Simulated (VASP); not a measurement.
Wanted: the native input for a VASP 6.6.1 run.

- Task: single point
- Functional: PBE
- Potentials or basis: VASP PAW PBE potentials, release 64 (S)
- Cutoff: 520 eV
- k mesh: 11 × 11 × 11
- Occupations: fermi-dirac, width 0.0612256 eV
- Spin: no spin polarisation
- Dipole correction: no
- Further INCAR settings: ALGO = Normal; EDIFF = 1e-06; NBANDS = 13

The structure of S lies in POSCAR:

```
S
1.0
    0.0000000000      2.8371108977      2.8371108977
    2.8371108977      0.0000000000      2.8371108977
    2.8371108977      2.8371108977      0.0000000000
S
2
Direct
    0.0000000000      0.0000000000      0.0000000000
    0.2500000000      0.2500000000      0.2500000000
```

This isn't the form of S at room conditions, which is orthorhombic, of S8 rings.

The input as run:

INCAR

```
SYSTEM = S
ALGO = Normal
EDIFF = 1E-6
ENCUT = 520
GGA = PE
ISIF = 2
ISMEAR = -1
LASPH = .TRUE.
LCHARG = .FALSE.
LREAL = .FALSE.
LWAVE = .FALSE.
NBANDS = 13
NELM = 60
PREC = Accurate
SIGMA = 0.06122561905347299
```

KPOINTS

```
k-points
0
G
  11 11 11
  0 0 0
```

Potentials or basis: VASP PAW PBE potentials, release 64 (S).

The run is started by

```console
$ cat potpaw_PBE.64/S/POTCAR > POTCAR
$ mpirun -np 1 vasp_std > vasp.out
```

Results of the run:

```json
{"Pressure": "2.9 GPa", "Band gap on the k mesh": "zero (bands 6 and 7 overlap by 1.32 eV)"}
```

It took 47 s on 1 thread of Intel Xeon 8259CL, on a shared host, peak memory 0.17 GiB.
